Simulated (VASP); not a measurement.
# MgO (rocksalt type) (Fm-3m) in VASP: further runs, part 2 of 2

VASP 6.6.1. Earlier steps stand in the parts before.

## (3) Single point, LDA (5.76 Å³/atom)

Contents of INCAR:

```
SYSTEM = MgO
PREC     = Accurate       ! precision mode
ENCUT    = 600            ! plane-wave cutoff, eV
EDIFF    = 1E-6           ! SCF threshold, eV
ISMEAR   = -1             ! smearing method
SIGMA    = 0.05           ! smearing width, eV
LREAL    = .False.        ! projectors in reciprocal space
LASPH    = .True.         ! aspherical terms in the spheres
NELM     = 120            ! most SCF steps
ALGO     = Normal         ! electronic algorithm
ISIF     = 2              ! what is computed and relaxed
LWAVE    = .False.        ! write WAVECAR
LCHARG   = .False.        ! write CHGCAR
NBANDS   = 11             ! bands
GGA_COMPAT= .False.
```

Contents of KPOINTS:

```
Automatic mesh
0
Gamma
  15 15 15
  0 0 0
```

Contents of POSCAR:

```
MgO
1.0
    0.0000000000      1.7921641104      1.7921641104
    1.7921641104      0.0000000000      1.7921641104
    1.7921641104      1.7921641104      0.0000000000
Mg O
1 1
Direct
    0.0000000000      0.0000000000      0.0000000000
    0.5000000000      0.5000000000      0.5000000000
```

Potentials or basis: VASP PAW LDA potentials, release 64 (Mg, O).

Started as:

```
cat potpaw_LDA.64/Mg/POTCAR potpaw_LDA.64/O/POTCAR > POTCAR
mpirun -np 1 vasp_std > vasp.out
```

OUTCAR:

```text
SYSTEM = MgO
   PREC = Accurate
   ENCUT = 600
   EDIFF = 1E-6
   ISMEAR = -1
   LREAL = .False.
   LASPH = .True.
   NELM = 120
   ISIF = 2

 ion  position               nearest neighbor table
   1  0.000  0.000  0.000-   2 1.79   2 1.79   2 1.79   2 1.79   2 1.79   2 1.79
   2  0.500  0.500  0.500-   1 1.79   1 1.79   1 1.79   1 1.79   1 1.79   1 1.79

  LATTYP: Found a face centered cubic cell.
 ALAT       =     3.5843282208

  Lattice vectors:

 A1 = (   0.0000000000,   1.7921641104,   1.7921641104)
 A2 = (   1.7921641104,   0.0000000000,   1.7921641104)
 A3 = (   1.7921641104,   1.7921641104,   0.0000000000)

Analysis of symmetry for initial positions (statically):
=====================================================================
 Subroutine PRICEL returns:
 Original cell was already a primitive cell.

 Routine SETGRP: Setting up the symmetry group for a
 face centered cubic supercell.

 Subroutine GETGRP returns: Found 48 space group operations
 (whereof 48 operations were pure point group operations)
 out of a pool of 48 trial point group operations.

The static configuration has the point symmetry O_h .

Analysis of symmetry for dynamics (positions and initial velocities):
=====================================================================
 Subroutine PRICEL returns:
 Original cell was already a primitive cell.

 Routine SETGRP: Setting up the symmetry group for a
 face centered cubic supercell.

 Subroutine GETGRP returns: Found 48 space group operations
 (whereof 48 operations were pure point group operations)
 out of a pool of 48 trial point group operations.

The dynamic configuration has the point symmetry O_h .

 Subroutine INISYM returns: Found 48 space group operations
 (whereof 48 operations are pure point group operations),
 and found     1 'primitive' translations

----------------------------------------------------------------------------------------

                                     Primitive cell

[... 112 lines left out ...]
  Fermi-wavevector in a.u.,A,eV,Ry     =   1.450052  2.740202 28.608320  2.102652
  Thomas-Fermi vector in A             =   2.567709
   LORBIT       =      0    0 simple, 1 ext, 2 COOP (PROOUT), +10 PAW based schemes
   GGA     = CA    functional components
   LHFCALC =     F    Hartree Fock is set to
   AEXX    =    0.0000 exact exchange contribution
   IVDW    =     0    specifies the selected vdW correction
   LEPSILON=     F    determine dielectric tensor
   LRPA    =     F    only Hartree local field effects (RPA)
 non-spin polarized calculation
  energy-cutoff  :      600.00
  volume of cell :       11.51
 maximum number of plane-waves:       392
   NGX = 11   NGY = 11   NGZ = 11

 number of electron       7.9999998 magnetization

 Free energy of the ion-electron system (eV)
  ---------------------------------------------------
  ext. energy  EPLUGINS =         0.00000000
  ---------------------------------------------------
  free energy    TOTEN  =       -10.81477528 eV

  energy without entropy =      -10.81477528  energy(sigma->0) =      -10.81477528

 E-fermi :   8.7889     XC(G=0): -14.1282

 val. band max:        7.7100671919   @ k =   0.0000   0.0000   0.0000
 cond. band min:      16.5459844017   @ k =   0.4667   0.4667   0.0000
 fundamental gap:      8.8359172098
 Fermi energy:         8.7889375774

 k-point     1 :       0.0000    0.0000    0.0000
  band No.  band energies     occupation
      1     -12.5784      2.00000
      2       7.7101      2.00000
      3       7.7101      2.00000
      4       7.7101      2.00000
      5      18.7474      0.00000
      6      25.7069      0.00000
      7      25.7069      0.00000
      8      25.7069      0.00000
      9      31.2215      0.00000
     10      33.6063      0.00000
     11      33.6063      0.00000
[... 309 lines left out ...]
 k-point    24 :       0.2000    0.1333    0.0000
  band No.  band energies     occupation
      1     -11.7318      2.00000
      2       5.3630      2.00000
      3       6.9795      2.00000
      4       7.0013      2.00000
      5      20.5518      0.00000
      6      21.6118      0.00000
      7      27.9565      0.00000
      8      28.0467      0.00000
      9      31.4447      0.00000
     10      34.6999      0.00000
     11      38.3596      0.00000

 [... further k-points ...]
[... 5 lines left out ...]
  --------------------------------------------------------------------------------------
  -------------------------------------------------------------------------------------
  Total       14.0597887     14.0597887     14.0597887      0.0000000      0.0000000     -0.0000000
  in kB     1956.7081511   1956.7081511   1956.7081511      0.0000000      0.0000000     -0.0000000
  external PRESSURE =    1956.7081511 kB  Pullay stress =       0.0000000 kB

 VOLUME and BASIS-vectors are now :
 -----------------------------------------------------------------------------
  energy-cutoff  :      600.00
  volume of cell :       11.51
      direct lattice vectors                 reciprocal lattice vectors
     0.000000000  1.792164110  1.792164110    -0.278992307  0.278992307  0.278992307
     1.792164110  0.000000000  1.792164110     0.278992307 -0.278992307  0.278992307
     1.792164110  1.792164110  0.000000000     0.278992307  0.278992307 -0.278992307

 POSITION                                       TOTAL-FORCE (eV/Angst)
 -----------------------------------------------------------------------------------
      0.00000      0.00000      0.00000        -0.000000     -0.000000     -0.000000
      1.79216      1.79216      1.79216         0.000000      0.000000      0.000000
 -----------------------------------------------------------------------------------
    total drift:                                0.000000      0.000000      0.000000

  FREE ENERGIE OF THE ION-ELECTRON SYSTEM (eV)
  ---------------------------------------------------
  free  energy   TOTEN  =       -10.8147752799 eV

  energy  without entropy=      -10.8147752799  energy(sigma->0) =      -10.81477528
```

OSZICAR:

```text
N       E                     dE             d eps       ncg     rms          rms(c)
DAV:   1     0.186886423557E+02    0.18689E+02   -0.56506E+03  3056   0.774E+02
DAV:   2    -0.125847176418E+02   -0.31273E+02   -0.30862E+02  3121   0.166E+02
DAV:   3    -0.130792262973E+02   -0.49451E+00   -0.49418E+00  3101   0.172E+01
DAV:   4    -0.130799804573E+02   -0.75416E-03   -0.75415E-03  3005   0.733E-01
DAV:   5    -0.130799817757E+02   -0.13185E-05   -0.13184E-05  3108   0.278E-02    0.865E+00
DAV:   6    -0.109496122500E+02    0.21304E+01   -0.76823E+00  2754   0.181E+01    0.209E+00
DAV:   7    -0.108496238503E+02    0.99988E-01   -0.20355E-01  3006   0.322E+00    0.130E+00
DAV:   8    -0.108149738762E+02    0.34650E-01   -0.10320E-02  2820   0.115E+00    0.116E-01
DAV:   9    -0.108148079462E+02    0.16593E-03   -0.36319E-04  3078   0.133E-01    0.563E-02
DAV:  10    -0.108147761464E+02    0.31800E-04   -0.10139E-04  2910   0.752E-02    0.800E-03
DAV:  11    -0.108147752799E+02    0.86650E-06   -0.15492E-06  2500   0.106E-02
   1 F= -.10814775E+02 E0= -.10814775E+02  d E =-.248677E-11
```

stdout:

```text
POSCAR found type information on POSCAR MgO
 POSCAR found :  2 types and       2 ions
 scaLAPACK will be used
 LDA part: xc-table for (Slater(with rela. corr.)+CA(PZ))
 , standard interpolation
 POSCAR, INCAR and KPOINTS ok, starting setup
 FFT: planning ... GRIDC
 FFT: planning ... GRID_SOFT
 FFT: planning ... GRID
 WAVECAR not read
 entering main loop
```

Wall time 13 s (1 thread of Intel Xeon Platinum 8259CL at 2.50GHz (Skylake/Cascade Lake), shared host); peak memory 0.13 GiB.

What came out:

| Item | Value |
| --- | --- |
| Free energy | -10.8148 eV |
| Pressure | 195.7 GPa |
| Band gap on the k mesh | 8.84 eV (least direct gap 10.97 eV) |

Caveat: the cell stands under pressure; an odd mesh through Γ misses points on the zone boundary, where band edges can lie.

## (4) Single point, LDA (6.48 Å³/atom)

This run uses another cell than the first one, of 6.48 Å³/atom.

Contents of INCAR:

```
  PREC = Accurate
  ENCUT = 600
  EDIFF = 1E-6
  ISMEAR = -1
  SIGMA = 0.05
  LREAL = False
  LASPH = True
  NELM = 120
  ALGO = Normal
  ISIF = 2
  LWAVE = False
  LCHARG = False
  GGA = CA
  NBANDS = 11
  GGA_COMPAT = False
```

Contents of KPOINTS:

```
regular mesh
0
Gamma
  15 15 15
```

Contents of POSCAR:

```
MgO
1.0
    0.0000000000      1.8639257872      1.8639257872
    1.8639257872      0.0000000000      1.8639257872
    1.8639257872      1.8639257872      0.0000000000
Mg O
1 1
Direct
    0.0000000000      0.0000000000      0.0000000000
    0.5000000000      0.5000000000      0.5000000000
```

Started as:

```
cat potpaw_LDA.64/Mg/POTCAR potpaw_LDA.64/O/POTCAR > POTCAR
mpirun -np 1 vasp_std > vasp.out
```

It took 13 s on 1 thread of Intel Xeon Platinum 8259CL at 2.50GHz (Skylake/Cascade Lake), shared host; peak memory 0.15 GiB.

It converged, with:

* Free energy: -12.1652 eV
* Pressure: 110.7 GPa
* Band gap on the k mesh: 8.98 eV (least direct gap 9.15 eV)

Levels at points of the mesh, in eV from the valence-band top:
```csv
k point,band 1,band 2,band 3,band 4,band 5,band 6,band 7,band 8
"(0.00, 0.00, 0.00)",-19.36,0.00,0.00,0.00,9.15,17.44,17.44,17.44
```

Caveat: the cell stands under pressure; an odd mesh through Γ misses points on the zone boundary, where band edges can lie.
